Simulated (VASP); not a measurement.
NbTe: single point with PBE

The system is NbTe.

```
Nb Te
1.0
     0.00000    2.85593    2.85593
     2.85593    0.00000    2.85593
     2.85593    2.85593    0.00000
Nb Te
1 1
Direct
  0.50000 0.50000 0.50000
  0.00000 0.00000 0.00000
```

```json
{
 "Program": "VASP 6.6.1",
 "Task": "single point",
 "Functional": "PBE",
 "Potentials or basis": "VASP PAW PBE potentials, release 64 (Nb_sv, Te)",
 "Cutoff": "520 eV",
 "k mesh": "10 × 10 × 10",
 "Occupations": "gaussian, width 0.05 eV",
 "Spin": "no spin polarisation"
}
```

- Pressure: -0.9 GPa
- Band gap on the k mesh: zero (an odd number of electrons rules out a gap without spin polarisation)

Levels at points of the mesh, in eV from the Fermi level:
| k point | band 6 | band 7 | band 8 | band 9 | band 10 | band 11 | band 12 | band 13 | band 14 | band 15 |
| --- | --- | --- | --- | --- | --- | --- | --- | --- | --- | --- |
| (0.00, 0.00, 0.00) | -1.52 | -1.52 | -1.52 | -1.38 | -1.38 | -1.38 | -1.01 | -1.01 | 3.01 | 6.21 |
| (0.50, 0.00, 0.00) | -6.98 | -4.53 | -4.53 | 0.19 | 0.19 | 0.63 | 2.24 | 4.71 | 4.71 | 5.00 |
| (0.50, 0.50, 0.00) | -5.59 | -3.19 | -3.19 | -2.78 | -0.27 | 0.78 | 0.78 | 1.06 | 2.45 | 8.14 |

It took 52 s on 1 thread of Intel(R) Xeon(R) 6975P-C (Granite Rapids) (shared host), peak memory 0.18 GiB.

Caveat: spin-orbit coupling is left out, which moves the levels of the heavy elements.
